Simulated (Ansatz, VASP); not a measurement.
## InP: VASP beside Ansatz

INCAR

```
SYSTEM = InP
PREC = Accurate ; ENCUT = 520
EDIFF = 1E-8 ; ISMEAR = -1
SIGMA = 0.08 ; LREAL = .FALSE.
LASPH = .TRUE. ; NELM = 100
ALGO = Normal ; ISIF = 2
LWAVE = .FALSE. ; LCHARG = .FALSE.
GGA = PE ; LEFG = .TRUE.
NBANDS = 16
```

KPOINTS

```
Automatic mesh
0
G
  14 14 14
  0 0 0
```

The input POSCAR:

```
InP
1.0
    0.0000000000      2.7705562810      2.7705562810
    2.7705562810      0.0000000000      2.7705562810
    2.7705562810      2.7705562810      0.0000000000
In P
1 1
Direct
    0.0000000000      0.0000000000      0.0000000000
    0.5000000000      0.5000000000      0.5000000000
```

Input for Ansatz:

```yaml
crystal:
  lattice:
    - [0.0, 2.770556281, 2.770556281]
    - [2.770556281, 0.0, 2.770556281]
    - [2.770556281, 2.770556281, 0.0]
  atoms:
    - { symbol: In, position: [0.0, 0.0, 0.0] }
    - { symbol: P, position: [0.5, 0.5, 0.5] }
kpoints:
  mp_grid: { grid: [14, 14, 14] }
  band_path:
    path:
      - [0.0, 0.0, 0.0]
      - [0.5, 0.0, 0.5]
      - [0.625, 0.25, 0.625]
      - [0.375, 0.375, 0.75]
      - [0.0, 0.0, 0.0]
      - [0.5, 0.5, 0.5]
      - [0.5, 0.25, 0.75]
      - [0.5, 0.0, 0.5]
    npoints: 8
scf:
  occupations: { method: fermi_dirac, width: 0.08 }
hamiltonian:
  xc: pbe
  pseudopotentials: { kind: all_electron, datasets: crystal }
output:
  forces: true
  stress: true
  eigenvalues: true
  efg: { contact_densities: true }
```

Alike in both runs: task electric field gradients; functional PBE; k mesh 14 × 14 × 14; occupations fermi-dirac, width 0.08 eV; no spin polarisation.

```csv
,VASP,Ansatz
version,VASP 6.6.1,Ansatz 0.2.0
potentials or method,"VASP PAW PBE potentials, release 64 (In_d, P), cutoff 520 eV","all-electron PAW with datasets made for the crystal, scalar-relativistic"
```

|  | VASP | Ansatz | Ansatz less VASP |
| --- | --- | --- | --- |
| pressure (GPa) | 0.0 | 0.0 | +0.03 |

Ansatz ran all-electron here, and VASP with PAW potentials.
